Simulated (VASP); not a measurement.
# Pt (Fm-3m) in VASP: further runs, part 2 of 2

VASP 6.6.1. The steps go on from the part before.

## Step 3: Relaxation of cell and atoms, r2SCAN, target pressure 2 GPa, at which the enthalpy is minimised

File POSCAR:

```
Pt
1.0
    0.0000000000      1.9701316837      1.9701316837
    1.9701316837      0.0000000000      1.9701316837
    1.9701316837      1.9701316837      0.0000000000
Pt
1
Direct
    0.0000000000      0.0000000000      0.0000000000
```

File INCAR.step1:

```
PREC = Accurate
ENCUT = 600
ISMEAR = -1
SIGMA = 0.05
LREAL = F
LASPH = T
NELM = 100
GGA = PE
ALGO = Normal
EDIFF = 1E-4
LWAVE = T
LCHARG = F
```

File INCAR.step2:

```
PREC = Accurate
ENCUT = 600
EDIFF = 1E-6
ISMEAR = -1
SIGMA = 0.05
LREAL = F
LASPH = T
NELM = 100
ALGO = Normal
ISIF = 3
LWAVE = F
LCHARG = F
METAGGA = R2SCAN
LMIXTAU = T
IBRION = 2
NSW = 100
EDIFFG = -0.002
PSTRESS = 20.0
ISTART = 1
```

File KPOINTS:

```
Automatic mesh
0
Gamma
  24 24 24
```

Potentials or basis: VASP PAW PBE potentials, release 64 (Pt).

Command:

```bash
> cat potpaw_PBE.64/Pt/POTCAR > POTCAR
> cp INCAR.step1 INCAR
> mpirun -np 1 vasp_std > vasp.out
> cp INCAR.step2 INCAR
> mpirun -np 1 vasp_std > vasp.out
```

OUTCAR:

```text
PREC = Accurate
   ENCUT = 600
   EDIFF = 1E-6
   ISMEAR = -1
   LREAL = F
   LASPH = T
   NELM = 100
   ISIF = 3
   METAGGA = R2SCAN
   IBRION = 2
   NSW = 100
   EDIFFG = -0.002
   PSTRESS = 20.0
   ISTART = 1

 ion  position               nearest neighbor table
   1  0.000  0.000  0.000-

  LATTYP: Found a face centered cubic cell.
 ALAT       =     3.9402633674

  Lattice vectors:

 A1 = (   0.0000000000,   1.9701316837,   1.9701316837)
 A2 = (   1.9701316837,   0.0000000000,   1.9701316837)
 A3 = (   1.9701316837,   1.9701316837,   0.0000000000)

Analysis of symmetry for initial positions (statically):
=====================================================================
 Subroutine PRICEL returns:
 Original cell was already a primitive cell.

 Routine SETGRP: Setting up the symmetry group for a
 face centered cubic supercell.

 Subroutine GETGRP returns: Found 48 space group operations
 (whereof 48 operations were pure point group operations)
 out of a pool of 48 trial point group operations.

The static configuration has the point symmetry O_h .

Analysis of symmetry for dynamics (positions and initial velocities):
=====================================================================
 Subroutine PRICEL returns:
 Original cell was already a primitive cell.

 Routine SETGRP: Setting up the symmetry group for a
 face centered cubic supercell.

 Subroutine GETGRP returns: Found 48 space group operations
 (whereof 48 operations were pure point group operations)
 out of a pool of 48 trial point group operations.

The dynamic configuration has the point symmetry O_h .

 Subroutine INISYM returns: Found 48 space group operations
 (whereof 48 operations are pure point group operations),
 and found     1 'primitive' translations

----------------------------------------------------------------------------------------

                                     Primitive cell

  volume of cell :      15.2938

  direct lattice vectors                    reciprocal lattice vectors
     0.000000000  1.970131684  1.970131684    -0.253790142  0.253790142  0.253790142
     1.970131684  0.000000000  1.970131684     0.253790142 -0.253790142  0.253790142
     1.970131684  1.970131684  0.000000000     0.253790142  0.253790142 -0.253790142

  length of vectors
     2.786186947  2.786186947  2.786186947     0.439577421  0.439577421  0.439577421

  position of ions in fractional coordinates (direct lattice)
     0.000000000  0.000000000  0.000000000

  ion indices of the primitive-cell ions
   primitive index   ion index
                 1           1

----------------------------------------------------------------------------------------

 KPOINTS: Automatic mesh

Automatic generation of k-mesh.
 Grid dimensions read from file:
 generate k-points for:   24   24   24

 Generating k-lattice:

  Cartesian coordinates                     Fractional coordinates (reciprocal lattice)
    -0.010574589  0.010574589  0.010574589     0.041666667  0.000000000  0.000000000
     0.010574589 -0.010574589  0.010574589     0.000000000  0.041666667  0.000000000
     0.010574589  0.010574589 -0.010574589     0.000000000  0.000000000  0.041666667

  Length of vectors
     0.018315726  0.018315726  0.018315726

  Shift w.r.t. Gamma in fractional coordinates (k-lattice)
     0.000000000  0.000000000  0.000000000

 Subroutine IBZKPT returns following result:
 ===========================================

 Found    413 irreducible k-points:

 Following reciprocal coordinates:
            Coordinates               Weight
  0.000000  0.000000  0.000000      1.000000
  0.041667  0.000000  0.000000      8.000000
  0.083333  0.000000  0.000000      8.000000
  0.125000  0.000000  0.000000      8.000000
  0.166667  0.000000  0.000000      8.000000
  0.208333  0.000000  0.000000      8.000000
[... 16 lines left out ...]
  0.416667  0.041667  0.000000     24.000000
  0.458333  0.041667  0.000000     24.000000
 [... further k-points ...]
   k-points           NKPTS =    413   k-points in BZ     NKDIM =    413   number of bands    NBANDS=      9
   number of dos      NEDOS =    301   number of ions     NIONS =      1
   total plane-waves  NPLWV =  13824
   dimension x,y,z NGX =    24 NGY =   24 NGZ =   24
   dimension x,y,z NGXF=    48 NGYF=   48 NGZF=   48
   ions per type =               1
   NGX,Y,Z   is equivalent  to a cutoff of  14.32, 14.32, 14.32 a.u.
   NGXF,Y,Z  is equivalent  to a cutoff of  28.64, 28.64, 28.64 a.u.
 SYSTEM =  unknown system
   PREC   = accura    normal or accurate (medium, high low for compatibility)
   ISTART =      1    job   : 0-new  1-cont  2-samecut
   ICHARG =      0    charge: 1-file 2-atom 10-const
   ISPIN  =      1    spin polarized calculation?
   LNONCOLLINEAR =      F non collinear calculations
   LSORBIT =      F    spin-orbit coupling
   LASPH  =      T    aspherical Exc in radial PAW
   ENCUT  =  600.0 eV  44.10 Ry    6.64 a.u.   5.56  5.56  5.56*2*pi/ulx,y,z
   NELM   =    100;   NELMIN=  2; NELMDL=  0     # of ELM steps
   EDIFF  = 0.1E-05   stopping-criterion for ELM
   LREAL  =      F    real-space projection
   EDIFFG = -.2E-02   stopping-criterion for IOM
   NSW    =    100    number of steps for IOM
   IBRION =      2    ionic relax: 0-MD 1-quasi-New 2-CG
   NFREE  =      1    steps in history (QN), initial steepest desc. (CG)
   ISIF   =      3    stress and relaxation
   ISYM   =      2    0-nonsym 1-usesym 2-fastsym
   POTIM  = 0.5000    time-step for ionic-motion
   TEBEG  =    0.0;   TEEND  =   0.0 temperature during run
   PSTRESS=   20.0 pullay stress
   NELECT =      10.0000    total number of electrons
   NUPDOWN=      -1.0000    fix difference up-down
   EMIN   =  10.00;   EMAX   =-10.00  energy-range for DOS
   EFERMI =   0.00;   METHOD = LEGACY
   ISMEAR =    -1;   SIGMA  =   0.05  broadening in eV -4-tet -1-fermi 0-gaus
   EFERMI_NEDOS =   21; number of points for ismear=-14 and -15
   IALGO  =     38    algorithm
   IMIX   =      4    mixing-type and parameters
     AMIX     =   0.40;   BMIX     =  1.00
     AMIX_MAG =   1.60;   BMIX_MAG =  1.00
  volume/ion in A,a.u.               =      15.29       103.21
  Fermi-wavevector in a.u.,A,eV,Ry     =   1.420920  2.685149 27.470342  2.019013
  Thomas-Fermi vector in A             =   2.541784
   LORBIT       =      0    0 simple, 1 ext, 2 COOP (PROOUT), +10 PAW based schemes
   METAGGA = R2SCAN    functional components
   LHFCALC =     F    Hartree Fock is set to
   AEXX    =    0.0000 exact exchange contribution
   IVDW    =     0    specifies the selected vdW correction
   LEPSILON=     F    determine dielectric tensor
   LRPA    =     F    only Hartree local field effects (RPA)
 conjugate gradient relaxation of ions
 non-spin polarized calculation
  energy-cutoff  :      600.00
  volume of cell :       15.29
 maximum number of plane-waves:       532
   NGX = 11   NGY = 11   NGZ = 11

--------------------------------------- Ionic step        1  -------------------------------------------

 number of electron      10.0000001 magnetization

 Free energy of the ion-electron system (eV)
  ---------------------------------------------------
  ext. energy  EPLUGINS =         0.00000000
  ---------------------------------------------------
  free energy    TOTEN  =       -51.50720674 eV

  energy without entropy =      -51.49135166  energy(sigma->0) =      -51.49927920

------------------------ aborting loop because EDIFF is reached ----------------------------------------

  FORCE on cell =-STRESS in cart. coord.  units (eV):
  Direction    XX          YY          ZZ          XY          YZ          ZX
  --------------------------------------------------------------------------------------
  -------------------------------------------------------------------------------------
  Total        0.0734619      0.0734619      0.0734619     -0.0000000      0.0000000      0.0000000
  in kB        7.6958565      7.6958565      7.6958565     -0.0000000      0.0000000      0.0000000
  external PRESSURE =     -12.3041435 kB  Pullay stress =      20.0000000 kB
[... 61 lines left out ...]
--------------------------------------- Ionic step        3  -------------------------------------------

 number of electron      10.0000000 magnetization

 Free energy of the ion-electron system (eV)
  ---------------------------------------------------
  ext. energy  EPLUGINS =         0.00000000
  ---------------------------------------------------
  free energy    TOTEN  =       -51.50662598 eV

  energy without entropy =      -51.49087495  energy(sigma->0) =      -51.49875046

 E-fermi :  10.8193     XC(G=0): -14.5682

 val. band max:       10.8146392702   @ k =   0.4167   0.2083   0.0000
 cond. band min:      10.8231115580   @ k =   0.5000   0.1667   0.0417
 fundamental gap:      0.0084722878
 Fermi energy:        10.8193210650

 k-point     1 :       0.0000    0.0000    0.0000
  band No.  band energies     occupation
      1       0.4470      2.00000
      2       6.9756      2.00000
      3       6.9756      2.00000
      4       6.9756      2.00000
      5       9.1060      2.00000
      6       9.1060      2.00000
      7      26.3414      0.00000
      8      31.4575      0.00000
      9      31.4575      0.00000
[... 265 lines left out ...]
 k-point    24 :       0.4583    0.0417    0.0000
  band No.  band energies     occupation
      1       3.4195      2.00000
      2       6.8602      2.00000
      3       6.9686      2.00000
      4       9.4909      2.00000
      5      10.8133      1.06057
      6      11.1652      0.00198
      7      17.7068      0.00000
      8      26.2224      0.00000
      9      30.7183      0.00000

 [... further k-points ...]
[... 5 lines left out ...]
  --------------------------------------------------------------------------------------
  -------------------------------------------------------------------------------------
  Total        0.1916627      0.1916627      0.1916627      0.0000000     -0.0000000      0.0000000
  in kB       20.1686794     20.1686794     20.1686794      0.0000000     -0.0000000      0.0000000
  external PRESSURE =       0.1686794 kB  Pullay stress =      20.0000000 kB
[... 20 lines left out ...]
  energy  without entropy=      -51.4908749475  energy(sigma->0) =      -51.49875046

  enthalpy is  TOTEN    =       -51.3165662692 eV   P V=        0.1900597078

 reached required accuracy - stopping structural energy minimisation
```

OSZICAR.step1:

```text
N       E                     dE             d eps       ncg     rms          rms(c)
DAV:   1     0.420845222827E+02    0.42085E+02   -0.60111E+03  7586   0.117E+03
DAV:   2    -0.597078898382E+01   -0.48055E+02   -0.46166E+02  7773   0.199E+02
DAV:   3    -0.647786985266E+01   -0.50708E+00   -0.49976E+00  8947   0.208E+01
DAV:   4    -0.647951860733E+01   -0.16488E-02   -0.16486E-02  8470   0.125E+00
DAV:   5    -0.647952984454E+01   -0.11237E-04   -0.11237E-04  8337   0.939E-02    0.124E+01
DAV:   6    -0.614146399578E+01    0.33807E+00   -0.88720E-01  7601   0.858E+00    0.656E+00
DAV:   7    -0.610417450401E+01    0.37289E-01   -0.15605E-01  7985   0.349E+00    0.250E+00
DAV:   8    -0.610094250227E+01    0.32320E-02   -0.61211E-03  7957   0.766E-01    0.536E-01
DAV:   9    -0.610075941403E+01    0.18309E-03   -0.14563E-04  6243   0.123E-01    0.421E-02
DAV:  10    -0.610076277344E+01   -0.33594E-05   -0.40569E-06  3876   0.188E-02
   1 F= -.61007628E+01 E0= -.60924369E+01  d E =-.166518E-01
```

It took 5.3 min on 1 thread of Intel Xeon Platinum 8259CL at 2.50GHz (Skylake/Cascade Lake), shared host; peak memory 0.22 GiB.

What came out:

```
Free energy                                            : -51.5066 eV
Relaxed volume                                         : 15.23 Å³/atom
Relaxed cell                                           : a = 2.782 Å, b = 2.782 Å, c = 2.782 Å, α = 60.00°, β = 60.00°, γ = 60.00°
Space group after relaxing (to 0.05 Å)                 : Fm-3m (No. 225)
Energy change on relaxing (the enthalpy is what falls) : +0.6 meV/atom
Ionic steps                                            : 3
Pressure after relaxing                                : 2.0 GPa
Band gap on the k mesh                                 : zero (band 5 reaches 11.35 eV, above the bottom of band 6 at 9.01 eV)
```

The path:
```
step  energy change (eV)  largest force (eV/Å)  pressure (GPa)  volume (Å³)
   1              0.0000                0.0000            0.77        15.29
   2              0.0051                0.0000            5.70        15.04
   3              0.0006                0.0000            2.02        15.23
```

Final structure:
```cif
data_structure
_symmetry_space_group_name_H-M 'P 1'
_symmetry_Int_Tables_number 1
_cell_length_a 2.7820
_cell_length_b 2.7820
_cell_length_c 2.7820
_cell_angle_alpha 60.000
_cell_angle_beta 60.000
_cell_angle_gamma 60.000
_cell_volume 15.23
loop_
_atom_site_label
_atom_site_type_symbol
_atom_site_fract_x
_atom_site_fract_y
_atom_site_fract_z
_atom_site_occupancy
Pt1 Pt 0.00000 0.00000 0.00000 1
```

Caveat: the cell is relaxed towards a set pressure, so the enthalpy falls and the energy may rise; the PAW data sets were made with another functional, which shifts forces and pressure a little; spin-orbit coupling is left out, which moves the levels of the heavy elements.
